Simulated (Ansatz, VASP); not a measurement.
# Two plane-wave programs on PtSe2

File INCAR:

```
SYSTEM = PtSe2
  PREC = Accurate
  ENCUT = 520
  EDIFF = 1E-6
  ISMEAR = 0
  SIGMA = 0.05
  LREAL = .False.
  LASPH = .True.
  NELM = 150
  ALGO = Normal
  ISIF = 2
  LWAVE = .False.
  LCHARG = .False.
  MAGMOM = 0 0 0 0 0 0 0 0 0
  LORBIT = 11
  LSORBIT = .True.
  GGA_COMPAT = .False.
  LORBMOM = .True.
  LMAXMIX = 4
  GGA = PE
  IVDW = 13
  NBANDS = 35
```

Contents of KPOINTS:

```
regular mesh
0
Gamma
  8 8 4
  0 0 0
```

POSCAR

```
PtSe2
1.0
    3.7492352056      0.0000000000      0.0000000000
   -1.8746176028      3.2469329328      0.0000000000
    0.0000000000      0.0000000000      6.5290296326
Pt Se
1 2
Direct
    0.0000000000      0.0000000000      0.0000000000
    0.3333333333      0.6666666667      0.2006362891
    0.6666666667      0.3333333333      0.7993637109
```

Input for Ansatz:

```yaml
crystal:
  lattice:
    - [3.749235205593, 0.0, 0.0]
    - [-1.874617602796, 3.246932932806, 0.0]
    - [0.0, 0.0, 6.5290296326]
  atoms:
    - { symbol: Pt, position: [0.0, 0.0, 0.0] }
    - { symbol: Se, position: [0.3333333333333, 0.6666666666667, 0.2006362891] }
    - { symbol: Se, position: [0.6666666666667, 0.3333333333333, 0.7993637109] }
basis:
  ecutwfc: 420
  ecutrho_ratio: 4
kpoints:
  mp_grid: { grid: [8, 8, 4] }
hamiltonian:
  xc: pbe
  dispersion: d4
scf:
  occupations: { method: gaussian, width: 0.05 }
  mixing: { preconditioner: ldos }
output:
  forces: true
  stress: true
magnetization:
  noncollinear: true
  spin_orbit: true
```

Alike in both runs: task single point; functional PBE; dispersion D4; k mesh 8 × 8 × 4; occupations gaussian, width 0.05 eV; non-collinear spin, spin-orbit coupling.

|  | VASP | Ansatz |
| --- | --- | --- |
| version | VASP 6.6.1 | Ansatz 0.2.0 |
| potentials or method | VASP PAW PBE potentials, release 64 (Pt, Se), cutoff 520 eV | plane waves, PAW |
| valence electrons in the cell | 22 | 50 |

```csv
,VASP,Ansatz,Ansatz less VASP
pressure (GPa),-2.1,-2.1,-0.05
"traceless stress, the component that is largest in VASP (GPa)",0.29,0.30,+0.007
rms of the force components (eV/Å),0.004,0.001,-0.0037
```

Atom by atom the forces differ by 0.005 eV/Å (rms over components). VASP's potentials hold 22 valence electrons a cell and Ansatz's 50, so a difference there can come from the potentials and not from the codes.
